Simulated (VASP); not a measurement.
Write the native input for VASP 6.6.1 that does the following.

* Task: single point
* Functional: PBE
* Potentials or basis: VASP PAW PBE potentials, release 64 (Si, Br)
* Cutoff: 520 eV
* k mesh: 3 × 3 × 4
* Occupations: gaussian, width 0.1 eV
* Spin: no spin polarisation
* Dipole correction: no
* Further INCAR settings: ALGO = Normal; EDIFF = 1e-06; NBANDS = 28

The structure of SiBr5 lies in POSCAR:

```
SiBr5
1.0
    5.2598059318      0.0000000000      0.0000000000
   -2.6299029659      4.5551255559      0.0000000000
    0.0000000000      0.0000000000      7.1252191538
Si Br
1 5
Direct
    0.0000000000      0.0000000000      0.5000000000
    0.0000000000      0.6671439642      0.0000000000
    0.6671439642      0.0000000000      0.0000000000
    0.3328560358      0.3328560358      0.0000000000
    0.6666666667      0.3333333333      0.5000000000
    0.3333333333      0.6666666667      0.5000000000
```

The cell was generated, and may not be a known phase.

One way to write it, as run:

INCAR

```
  PREC = Accurate
  ENCUT = 520
  EDIFF = 1E-6
  ISMEAR = 0
  SIGMA = 0.1
  LREAL = False
  LASPH = True
  NELM = 100
  ALGO = Normal
  ISIF = 2
  LWAVE = False
  LCHARG = True
  GGA = PE
  LELF = True
  LVHAR = True
  NBANDS = 28
```

KPOINTS

```
regular mesh
0
Gamma
  3 3 4
```

Potentials or basis: VASP PAW PBE potentials, release 64 (Si, Br).

Launch:

```sh
$ cat potpaw_PBE.64/Si/POTCAR potpaw_PBE.64/Br/POTCAR > POTCAR
$ mpirun -np 1 vasp_std > vasp.out
```

Results of the run:

```
Pressure               : 0.1 GPa
Largest force          : 0.004 eV/Å
Band gap on the k mesh : zero (an odd number of electrons rules out a gap without spin polarisation)
```

Caveat: the k points lie up to 0.46 Å⁻¹ apart, too coarse for converged energies and pressures of a metal; this functional lacks dispersion, which binds layers or chains, so the pressure and a relaxed spacing across them are unreliable; an odd number of electrons without spin polarisation forces a metal; a magnetic or distorted state may lie lower.

Wall time 91 s on 1 thread of Oxide Virtual Turin-like Processor, with other jobs on the host, peak memory 0.24 GiB.
